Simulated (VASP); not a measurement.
# CsBi3 (Pm-3m) in VASP: further runs

The runs below take CsBi3 through single point, relaxation of cell and atoms, with PBE.

All numbers are computed with VASP 6.6.1; they aren't measurements. Logs are shortened: lines on timing, memory, paths and dates and some standing lists are left out, and cuts for length are marked.

### 1 The cell of the first run

It takes space group Pm-3m (No. 221, cubic). The conventional cell has a = 5.125 Å, b = 5.125 Å, c = 5.125 Å, α = 90.00°, β = 90.00°, γ = 90.00°. Cs (site symmetry m-3m) has 12 Bi at 3.62 Å within 4.8 Å. Bi (site symmetry 4/mmm) has 4 Cs at 3.62 Å and 8 Bi at 3.62 Å within 4.8 Å.

### 2 Single point, PBE

File INCAR:

```
SYSTEM = CsBi3
  ALGO = Fast
  EDIFF = 1E-6
  ENCUT = 520
  GGA = PE
  ISIF = 2
  ISMEAR = 0
  LASPH = .True.
  LCHARG = .False.
  LREAL = .False.
  LWAVE = .False.
  NBANDS = 35
  NELM = 100
  PREC = Accurate
  SIGMA = 0.1
```

File KPOINTS:

```
k-points
0
Gamma
  4 4 4
  0 0 0
```

File POSCAR:

```
CsBi3
1.0
    5.1251689288      0.0000000000      0.0000000000
    0.0000000000      5.1251689288      0.0000000000
    0.0000000000      0.0000000000      5.1251689288
Cs Bi
1 3
Direct
    0.0000000000      0.0000000000      0.0000000000
    0.0000000000      0.5000000000      0.5000000000
    0.5000000000      0.0000000000      0.5000000000
    0.5000000000      0.5000000000      0.0000000000
```

Potentials or basis: VASP PAW PBE potentials, release 64 (Cs_sv, Bi_d).

On the command line:

```
$ cat potpaw_PBE.64/Cs_sv/POTCAR potpaw_PBE.64/Bi_d/POTCAR > POTCAR
$ mpirun -np 1 vasp_std > vasp.out
```

OUTCAR:

```text
SYSTEM = CsBi3
   EDIFF = 1E-6
   ENCUT = 520
   GGA = PE
   ISIF = 2
   ISMEAR = 0
   LASPH = .True.
   LREAL = .False.
   NELM = 100
   PREC = Accurate

 ion  position               nearest neighbor table
   1  0.000  0.000  0.000-
   2  0.000  0.500  0.500-   3 3.62   4 3.62   4 3.62   3 3.62   3 3.62   4 3.62   4 3.62   3 3.62

   3  0.500  0.000  0.500-   2 3.62   4 3.62   4 3.62   2 3.62   4 3.62   4 3.62   2 3.62   2 3.62

   4  0.500  0.500  0.000-   2 3.62   3 3.62   2 3.62   3 3.62   3 3.62   3 3.62   2 3.62   2 3.62

  LATTYP: Found a simple cubic cell.
 ALAT       =     5.1251689288

  Lattice vectors:

 A1 = (   5.1251689288,   0.0000000000,   0.0000000000)
 A2 = (   0.0000000000,   5.1251689288,   0.0000000000)
 A3 = (   0.0000000000,   0.0000000000,   5.1251689288)

Analysis of symmetry for initial positions (statically):
=====================================================================
 Subroutine PRICEL returns:
 Original cell was already a primitive cell.

 Routine SETGRP: Setting up the symmetry group for a
 simple cubic supercell.

 Subroutine GETGRP returns: Found 48 space group operations
[... 9 lines left out ...]

 Routine SETGRP: Setting up the symmetry group for a
 simple cubic supercell.

 Subroutine GETGRP returns: Found 48 space group operations
[... 11 lines left out ...]
                                     Primitive cell

  volume of cell :     134.6246

  direct lattice vectors                    reciprocal lattice vectors
     5.125168929  0.000000000  0.000000000     0.195115520  0.000000000  0.000000000
     0.000000000  5.125168929  0.000000000     0.000000000  0.195115520  0.000000000
     0.000000000  0.000000000  5.125168929     0.000000000  0.000000000  0.195115520

  length of vectors
     5.125168929  5.125168929  5.125168929     0.195115520  0.195115520  0.195115520

  position of ions in fractional coordinates (direct lattice)
     0.000000000  0.000000000  0.000000000
     0.000000000  0.500000000  0.500000000
     0.500000000  0.000000000  0.500000000
     0.500000000  0.500000000  0.000000000

  ion indices of the primitive-cell ions
   primitive index   ion index
                 1           1
                 2           2
                 3           3
                 4           4

----------------------------------------------------------------------------------------

 KPOINTS: k-points

Automatic generation of k-mesh.
 Grid dimensions read from file:
 generate k-points for:    4    4    4

 Generating k-lattice:

  Cartesian coordinates                     Fractional coordinates (reciprocal lattice)
     0.048778880  0.000000000  0.000000000     0.250000000  0.000000000  0.000000000
     0.000000000  0.048778880  0.000000000     0.000000000  0.250000000  0.000000000
     0.000000000  0.000000000  0.048778880     0.000000000  0.000000000  0.250000000

  Length of vectors
     0.048778880  0.048778880  0.048778880

  Shift w.r.t. Gamma in fractional coordinates (k-lattice)
     0.000000000  0.000000000  0.000000000

 Subroutine IBZKPT returns following result:
 ===========================================

 Found     10 irreducible k-points:

 Following reciprocal coordinates:
            Coordinates               Weight
  0.000000  0.000000  0.000000      1.000000
  0.250000  0.000000  0.000000      6.000000
  0.500000  0.000000  0.000000      3.000000
  0.250000  0.250000  0.000000     12.000000
  0.500000  0.250000  0.000000     12.000000
  0.500000  0.500000  0.000000      3.000000
  0.250000  0.250000  0.250000      8.000000
  0.500000  0.250000  0.250000     12.000000
  0.500000  0.500000  0.250000      6.000000
  0.500000  0.500000  0.500000      1.000000
   k-points           NKPTS =     10   k-points in BZ     NKDIM =     10   number of bands    NBANDS=     35
   number of dos      NEDOS =    301   number of ions     NIONS =      4
   total plane-waves  NPLWV =  64000
   dimension x,y,z NGX =    40 NGY =   40 NGZ =   40
   dimension x,y,z NGXF=    80 NGYF=   80 NGZF=   80
   ions per type =               1   3
   NGX,Y,Z   is equivalent  to a cutoff of  12.97, 12.97, 12.97 a.u.
   NGXF,Y,Z  is equivalent  to a cutoff of  25.95, 25.95, 25.95 a.u.
 SYSTEM =  CsBi3
   PREC   = accura    normal or accurate (medium, high low for compatibility)
   ISTART =      0    job   : 0-new  1-cont  2-samecut
   ICHARG =      2    charge: 1-file 2-atom 10-const
   ISPIN  =      1    spin polarized calculation?
   LNONCOLLINEAR =      F non collinear calculations
   LSORBIT =      F    spin-orbit coupling
   LASPH  =      T    aspherical Exc in radial PAW
   ENCUT  =  520.0 eV  38.22 Ry    6.18 a.u.   9.53  9.53  9.53*2*pi/ulx,y,z
   NELM   =    100;   NELMIN=  2; NELMDL= -5     # of ELM steps
   EDIFF  = 0.1E-05   stopping-criterion for ELM
   LREAL  =      F    real-space projection
   EDIFFG = 0.1E-04   stopping-criterion for IOM
   NSW    =      0    number of steps for IOM
   IBRION =     -1    ionic relax: 0-MD 1-quasi-New 2-CG
   NFREE  =      0    steps in history (QN), initial steepest desc. (CG)
   ISIF   =      2    stress and relaxation
   ISYM   =      2    0-nonsym 1-usesym 2-fastsym
   POTIM  = 0.5000    time-step for ionic-motion
   TEBEG  =    0.0;   TEEND  =   0.0 temperature during run
   PSTRESS=    0.0 pullay stress
   NELECT =      54.0000    total number of electrons
   NUPDOWN=      -1.0000    fix difference up-down
   EMIN   =  10.00;   EMAX   =-10.00  energy-range for DOS
   EFERMI =   0.00;   METHOD = LEGACY
   ISMEAR =     0;   SIGMA  =   0.10  broadening in eV -4-tet -1-fermi 0-gaus
   EFERMI_NEDOS =   21; number of points for ismear=-14 and -15
   IALGO  =     68    algorithm
   IMIX   =      4    mixing-type and parameters
     AMIX     =   0.40;   BMIX     =  1.00
     AMIX_MAG =   1.60;   BMIX_MAG =  1.00
  volume/ion in A,a.u.               =      33.66       227.12
  Fermi-wavevector in a.u.,A,eV,Ry     =   1.207345  2.281550 19.832953  1.457681
  Thomas-Fermi vector in A             =   2.342985
   LORBIT       =      0    0 simple, 1 ext, 2 COOP (PROOUT), +10 PAW based schemes
   GGA     = PE    functional components
   LHFCALC =     F    Hartree Fock is set to
   AEXX    =    0.0000 exact exchange contribution
   IVDW    =     0    specifies the selected vdW correction
   LEPSILON=     F    determine dielectric tensor
   LRPA    =     F    only Hartree local field effects (RPA)
 non-spin polarized calculation
 RMM-DIIS sequential band-by-band and
 Gauss-broadening in eV      SIGMA  =   0.10
  energy-cutoff  :      520.00
  volume of cell :      134.62
 maximum number of plane-waves:      3695
 NGX is ok and might be reduce to    40
   NGX = 19   NGY = 19   NGZ = 19

 number of electron      53.9999990 magnetization

 Free energy of the ion-electron system (eV)
  ---------------------------------------------------
  ext. energy  EPLUGINS =         0.00000000
  ---------------------------------------------------
  free energy    TOTEN  =       -12.18035471 eV

  energy without entropy =      -12.16302412  energy(sigma->0) =      -12.17168942

 E-fermi :   5.8241     XC(G=0):  -9.8480

 val. band max:        5.8118977089   @ k =   0.5000   0.0000   0.0000
 cond. band min:       5.8544472125   @ k =   0.5000   0.2500   0.0000
 fundamental gap:      0.0425495036
 Fermi energy:         5.8241477534

 k-point     1 :       0.0000    0.0000    0.0000
  band No.  band energies     occupation
      1     -16.7133      2.00000
      2     -16.7056      2.00000
      3     -16.7056      2.00000
      4     -16.7056      2.00000
      5     -16.6339      2.00000
      6     -16.6339      2.00000
[... 27 lines left out ...]
     34       9.3176      0.00000
     35       9.9812      0.00000

 k-point     2 :       0.2500    0.0000    0.0000
  band No.  band energies     occupation
      1     -16.7032      2.00000
      2     -16.6976      2.00000
      3     -16.6837      2.00000
      4     -16.6837      2.00000
      5     -16.6332      2.00000
      6     -16.6226      2.00000
[... 27 lines left out ...]
     34      10.3978      0.00000
     35      11.0820      0.00000

 k-point     3 :       0.5000    0.0000    0.0000
  band No.  band energies     occupation
      1     -16.7007      2.00000
      2     -16.6723      2.00000
      3     -16.6444      2.00000
      4     -16.6382      2.00000
      5     -16.6382      2.00000
      6     -16.6312      2.00000
[... 27 lines left out ...]
     34      11.9491      0.00000
     35      12.5106      0.00000

 k-point     4 :       0.2500    0.2500    0.0000
  band No.  band energies     occupation
      1     -16.6894      2.00000
      2     -16.6860      2.00000
      3     -16.6769      2.00000
      4     -16.6694      2.00000
      5     -16.6334      2.00000
      6     -16.6279      2.00000
[... 27 lines left out ...]
     34      11.1710      0.00000
     35      11.2484      0.00000

 k-point     5 :       0.5000    0.2500    0.0000
  band No.  band energies     occupation
      1     -16.6801      2.00000
      2     -16.6671      2.00000
      3     -16.6580      2.00000
      4     -16.6437      2.00000
      5     -16.6391      2.00000
      6     -16.6319      2.00000
[... 27 lines left out ...]
     34      11.6747      0.00000
     35      12.5643      0.00000

 k-point     6 :       0.5000    0.5000    0.0000
  band No.  band energies     occupation
      1     -16.6654      2.00000
      2     -16.6654      2.00000
      3     -16.6426      2.00000
      4     -16.6413      2.00000
      5     -16.6403      2.00000
      6     -16.6346      2.00000
[... 27 lines left out ...]
     34      12.9911      0.00000
     35      13.1257      0.00000

 k-point     7 :       0.2500    0.2500    0.2500
  band No.  band energies     occupation
      1     -16.6904      2.00000
      2     -16.6713      2.00000
      3     -16.6713      2.00000
      4     -16.6596      2.00000
      5     -16.6453      2.00000
      6     -16.6324      2.00000
[... 27 lines left out ...]
     34      10.4372      0.00000
     35      12.5131      0.00000

 k-point     8 :       0.5000    0.2500    0.2500
  band No.  band energies     occupation
      1     -16.6779      2.00000
      2     -16.6662      2.00000
      3     -16.6589      2.00000
      4     -16.6528      2.00000
      5     -16.6486      2.00000
      6     -16.6477      2.00000
[... 27 lines left out ...]
     34      11.8982      0.00000
     35      12.1792      0.00000

 k-point     9 :       0.5000    0.5000    0.2500
  band No.  band energies     occupation
      1     -16.6744      2.00000
      2     -16.6670      2.00000
      3     -16.6670      2.00000
      4     -16.6629      2.00000
      5     -16.6494      2.00000
      6     -16.6494      2.00000
[... 27 lines left out ...]
     34      12.0984      0.00000
     35      12.9325      0.00000

 k-point    10 :       0.5000    0.5000    0.5000
  band No.  band energies     occupation
      1     -16.6931      2.00000
      2     -16.6716      2.00000
      3     -16.6716      2.00000
      4     -16.6716      2.00000
      5     -16.6564      2.00000
      6     -16.6564      2.00000
[... 27 lines left out ...]
     34      11.4271      0.00000
     35      11.4273      0.00000

------------------------ aborting loop because EDIFF is reached ----------------------------------------

  FORCE on cell =-STRESS in cart. coord.  units (eV):
  Direction    XX          YY          ZZ          XY          YZ          ZX
  --------------------------------------------------------------------------------------
  -------------------------------------------------------------------------------------
  Total        2.0574813      2.0574813      2.0574813      0.0000000      0.0000000      0.0000000
  in kB       24.4862305     24.4862305     24.4862305      0.0000000      0.0000000      0.0000000
  external PRESSURE =      24.4862305 kB  Pullay stress =       0.0000000 kB

 VOLUME and BASIS-vectors are now :
 -----------------------------------------------------------------------------
  energy-cutoff  :      520.00
  volume of cell :      134.62
      direct lattice vectors                 reciprocal lattice vectors
     5.125168929  0.000000000  0.000000000     0.195115520  0.000000000  0.000000000
     0.000000000  5.125168929  0.000000000     0.000000000  0.195115520  0.000000000
     0.000000000  0.000000000  5.125168929     0.000000000  0.000000000  0.195115520

 POSITION                                       TOTAL-FORCE (eV/Angst)
 -----------------------------------------------------------------------------------
      0.00000      0.00000      0.00000         0.000000      0.000000      0.000000
      0.00000      2.56258      2.56258         0.000000      0.000000      0.000000
      2.56258      0.00000      2.56258         0.000000      0.000000      0.000000
      2.56258      2.56258      0.00000         0.000000      0.000000      0.000000
 -----------------------------------------------------------------------------------
    total drift:                               -0.000000     -0.000000     -0.000000

  FREE ENERGIE OF THE ION-ELECTRON SYSTEM (eV)
  ---------------------------------------------------
  free  energy   TOTEN  =       -12.1803547120 eV

  energy  without entropy=      -12.1630241192  energy(sigma->0) =      -12.17168942
```

Run time: 38 s. Hardware: 1 thread of Oxide Virtual Turin-like, shared host; peak memory 0.21 GiB.

Results:

| Item | Value |
| --- | --- |
| Free energy | -12.1804 eV |
| Pressure | 2.4 GPa |
| Band gap on the k mesh | zero (band 27 reaches 9.27 eV, above the bottom of band 28 at 5.52 eV) |

Levels at points of the mesh, in eV from the Fermi level:
```
           k point  band 24  band 25  band 26  band 27  band 28  band 29  band 30  band 31
(0.00, 0.00, 0.00)    -2.27    -2.27     0.74     0.74     0.74     3.18     3.18     3.44
(0.50, 0.00, 0.00)    -2.28    -1.01    -0.80    -0.17    -0.01    -0.01     2.13     2.13
(0.50, 0.50, 0.00)    -2.19    -0.93    -0.93    -0.53     0.19     0.19     2.93     3.37
(0.50, 0.50, 0.50)    -1.77    -1.77    -1.77     3.45     3.45     3.45     3.51     3.51
```

Caveat: spin-orbit coupling is left out, which moves the levels of the heavy elements.

### 3 Single point, PBE

This run uses another cell than the first one, of 36.10 Å³/atom, 1.073 times its volume.

File INCAR:

```
PREC = Accurate ; ENCUT = 520
EDIFF = 1E-6 ; ISMEAR = 0
SIGMA = 0.1 ; LREAL = False
LASPH = True ; NELM = 80
ALGO = Fast ; ISIF = 2
LWAVE = False ; LCHARG = False
GGA = PE ; NBANDS = 35
```

File KPOINTS:

```
Automatic mesh
0
Gamma
  10 10 10
```

File POSCAR:

```
CsBi3
1.0
    5.2462825486      0.0000000000      0.0000000000
    0.0000000000      5.2462825486      0.0000000000
    0.0000000000      0.0000000000      5.2462825486
Cs Bi
1 3
Direct
    0.0000000000      0.0000000000      0.0000000000
    0.0000000000      0.5000000000      0.5000000000
    0.5000000000      0.0000000000      0.5000000000
    0.5000000000      0.5000000000      0.0000000000
```

Potentials or basis: VASP PAW PBE potentials, release 64 (Cs_sv, Bi_d).

On the command line:

```
$ cat potpaw_PBE.64/Cs_sv/POTCAR potpaw_PBE.64/Bi_d/POTCAR > POTCAR
$ mpirun -np 1 vasp_std > vasp.out
```

It took 3.6 min on 1 thread of Oxide Virtual Turin-like, shared host; peak memory 0.35 GiB.

The run converged. Its results:

```
Free energy            : -12.2846 eV
Pressure               : 0.0 GPa
Band gap on the k mesh : zero (band 27 reaches 8.28 eV, above the bottom of band 28 at 5.01 eV)
```

Levels at points of the mesh, in eV from the Fermi level:
| k point | band 24 | band 25 | band 26 | band 27 | band 28 | band 29 | band 30 | band 31 |
| --- | --- | --- | --- | --- | --- | --- | --- | --- |
| (0.00, 0.00, 0.00) | -2.27 | -2.27 | 0.57 | 0.57 | 0.57 | 3.04 | 3.04 | 3.04 |
| (0.50, 0.00, 0.00) | -2.20 | -1.01 | -0.98 | -0.31 | -0.17 | -0.17 | 1.86 | 1.86 |
| (0.50, 0.50, 0.00) | -2.20 | -0.94 | -0.94 | -0.58 | -0.05 | -0.05 | 2.60 | 2.97 |
| (0.50, 0.50, 0.50) | -1.89 | -1.89 | -1.89 | 3.01 | 3.01 | 3.01 | 3.09 | 3.09 |

Caveat: spin-orbit coupling is left out, which moves the levels of the heavy elements.

### 4 Relaxation of cell and atoms, PBE

File INCAR:

```
  ALGO = Fast
  EDIFF = 1E-6
  EDIFFG = -0.01
  ENCUT = 600
  GGA = PE
  IBRION = 2
  ISIF = 3
  ISMEAR = 0
  LASPH = T
  LCHARG = F
  LREAL = F
  LWAVE = F
  NELM = 80
  NSW = 100
  PREC = Accurate
  SIGMA = 0.1
```

File KPOINTS:

```
k-points
0
Gamma
  10 10 10
```

File POSCAR:

```
CsBi3
1.0
    5.1251689288      0.0000000000      0.0000000000
    0.0000000000      5.1251689288      0.0000000000
    0.0000000000      0.0000000000      5.1251689288
Cs Bi
1 3
Direct
    0.0000000000      0.0000000000      0.0000000000
    0.0000000000      0.5000000000      0.5000000000
    0.5000000000      0.0000000000      0.5000000000
    0.5000000000      0.5000000000      0.0000000000
```

On the command line:

```
$ cat potpaw_PBE.64/Cs_sv/POTCAR potpaw_PBE.64/Bi_d/POTCAR > POTCAR
$ mpirun -np 1 vasp_std > vasp.out
```

Run time: 9.5 min. Hardware: 1 thread of Oxide Virtual Turin-like, shared host; peak memory 0.41 GiB.

The run converged. Its results:

* Free energy: -12.2830 eV
* Relaxed volume: 36.10 Å³/atom
* Relaxed cell: a = 5.246 Å, b = 5.246 Å, c = 5.246 Å, α = 90.00°, β = 90.00°, γ = 90.00°
* Space group after relaxing (to 0.05 Å): Pm-3m (No. 221)
* Energy gained by relaxing: 18.6 meV/atom
* Ionic steps: 3
* Pressure after relaxing: 0.0 GPa
* Band gap on the k mesh: zero (band 27 reaches 8.28 eV, above the bottom of band 28 at 5.01 eV)

The path:
```
step  energy change (eV)  largest force (eV/Å)  pressure (GPa)  volume (Å³)
   1              0.0000                0.0000            2.58       134.62
   2             -0.0740                0.0000           -0.23       145.46
   3             -0.0745                0.0000            0.04       144.41
```

Final structure:
```cif
data_structure
_symmetry_space_group_name_H-M 'P 1'
_symmetry_Int_Tables_number 1
_cell_length_a 5.2465
_cell_length_b 5.2465
_cell_length_c 5.2465
_cell_angle_alpha 90.000
_cell_angle_beta 90.000
_cell_angle_gamma 90.000
_cell_volume 144.41
loop_
_atom_site_label
_atom_site_type_symbol
_atom_site_fract_x
_atom_site_fract_y
_atom_site_fract_z
_atom_site_occupancy
Cs1 Cs 0.00000 0.00000 0.00000 1
Bi1 Bi 0.00000 0.50000 0.50000 1
Bi2 Bi 0.50000 0.00000 0.50000 1
Bi3 Bi 0.50000 0.50000 0.00000 1
```

Levels at points of the mesh, in eV from the Fermi level:
```tsv
k point	band 23	band 24	band 25	band 26	band 27	band 28	band 29	band 30	band 31	band 32
(0.00, 0.00, 0.00)	-2.27	-2.27	-2.27	0.57	0.57	0.57	3.04	3.06	3.06	3.21
(0.50, 0.00, 0.00)	-2.20	-2.20	-1.01	-0.98	-0.31	-0.17	-0.17	1.86	1.86	4.50
(0.50, 0.50, 0.00)	-3.12	-2.20	-0.94	-0.94	-0.58	-0.05	-0.05	2.60	2.97	4.88
(0.50, 0.50, 0.50)	-4.14	-1.89	-1.89	-1.89	3.01	3.01	3.01	3.09	3.09	4.11
```

Caveat: spin-orbit coupling is left out, which moves the levels of the heavy elements.

### 5 The runs side by side

```tsv
task	cell	k mesh	cutoff (eV)	gap on the mesh (eV)	pressure (GPa)
single point	a = 5.125 Å, 4 atoms	4 × 4 × 4	520	none	2.4
single point	a = 5.246 Å, 4 atoms	10 × 10 × 10	520	none	0.0
relaxation of cell and atoms	relaxed from a = 5.125 Å, 4 atoms	10 × 10 × 10	600	none	0.0
```

Alike in all rows: level PBE; potentials or basis VASP PAW PBE potentials, release 64 (Cs_sv, Bi_d); no spin polarisation; smearing gaussian 0.1 eV.

Caveats: spin-orbit coupling is left out, which moves the levels of the heavy elements.

Absolute energies hang on the potentials; compare differences alone.
